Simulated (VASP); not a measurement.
MgH2: single point with PBE+D3(BJ)

MgH2:

```
Mg H
1.0
     0.00000    2.34149    2.34149
     2.34149    0.00000    2.34149
     2.34149    2.34149    0.00000
Mg H
1 2
Direct
  0.00000 0.00000 0.00000
  0.75000 0.75000 0.75000
  0.25000 0.25000 0.25000
```

* Program: VASP 6.6.1
* Task: single point
* Functional: PBE
* Dispersion: D3(BJ)
* Potentials or basis: VASP PAW PBE potentials, release 64 (Mg, H)
* Cutoff: 520 eV
* k mesh: 12 × 12 × 12
* Occupations: gaussian, width 0.15 eV
* Spin: no spin polarisation

| Quantity | Value |
| --- | --- |
| Pressure | -0.4 GPa |
| Band gap on the k mesh | zero (band 2 reaches 4.26 eV, above the bottom of band 3 at 2.86 eV) |
| Dispersion energy per atom | -0.161 eV |

Levels at points of the mesh, in eV from the Fermi level:
```tsv
k point	band 1	band 2	band 3	band 4	band 5	band 6	band 7
(0.00, 0.00, 0.00)	-10.30	0.99	9.50	9.50	9.50	12.35	12.35
(0.50, 0.00, 0.00)	-5.89	-5.82	6.94	7.66	9.18	9.18	9.46
(0.50, 0.50, 0.00)	-5.90	-2.44	-0.41	4.84	4.84	8.24	17.44
```

Run time: 43 s on 1 thread of AMD EPYC 7R13, on a shared host, peak memory 0.15 GiB.

Caveat: pairwise dispersion overbinds metals, which lowers pressure and volume.
